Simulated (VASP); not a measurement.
## Ag2I3: single point with PBE

Crystal: Ag2I3.

```xyz
5
Lattice="4.9448 0.0000 0.0000 -2.4724 4.2823 0.0000 0.0000 0.0000 7.6932" Properties=species:S:1:pos:R:3 pbc="T T T"
Ag    0.0000    2.8549    1.8848
Ag    2.4724    1.4274    5.8084
I     0.0000    0.0000    0.0000
I     0.0000    2.8549    4.9621
I     2.4724    1.4274    2.7311
```

- Program: VASP 6.6.1
- Task: single point
- Functional: PBE
- Potentials or basis: VASP PAW PBE potentials, release 64 (Ag, I)
- Cutoff: 520 eV
- k mesh: 6 × 6 × 4
- Occupations: gaussian, width 0.1 eV
- Spin: no spin polarisation

The pressure is 0.6 GPa and the largest force is 0.643 eV/Å.

Forces on the atoms (eV/Å):
```
Ag   0.000  0.000 -0.066
Ag   0.000  0.000  0.066
I    0.000  0.000  0.000
I    0.000  0.000  0.643
I    0.000  0.000 -0.643
```

Stress tensor (GPa, compression positive):
```
-0.21  0.00  0.00
 0.00 -0.21  0.00
 0.00  0.00  2.23
```

Levels at points of the mesh, in eV from the Fermi level:
| k point | band 20 | band 21 | band 22 | band 23 | band 24 | band 25 |
| --- | --- | --- | --- | --- | --- | --- |
| (0.00, 0.00, 0.00) | -0.41 | -0.38 | -0.38 | 1.53 | 3.27 | 5.06 |
| (0.50, 0.00, 0.00) | -0.87 | -0.44 | 0.16 | 1.95 | 4.19 | 5.63 |
| (0.00, 0.00, 0.50) | -0.71 | -0.42 | -0.42 | 3.20 | 3.27 | 3.47 |
| (0.50, 0.00, 0.50) | -0.63 | 0.02 | 0.08 | 2.62 | 3.21 | 4.85 |

Run time: 100 s on 1 thread of Intel(R) Xeon(R) Platinum 8559C (Emerald Rapids), with other jobs on the host, peak memory 0.34 GiB.

Caveat: spin-orbit coupling is left out, which moves the levels of the heavy elements; an odd number of electrons without spin polarisation forces a metal; a magnetic or distorted state may lie lower.
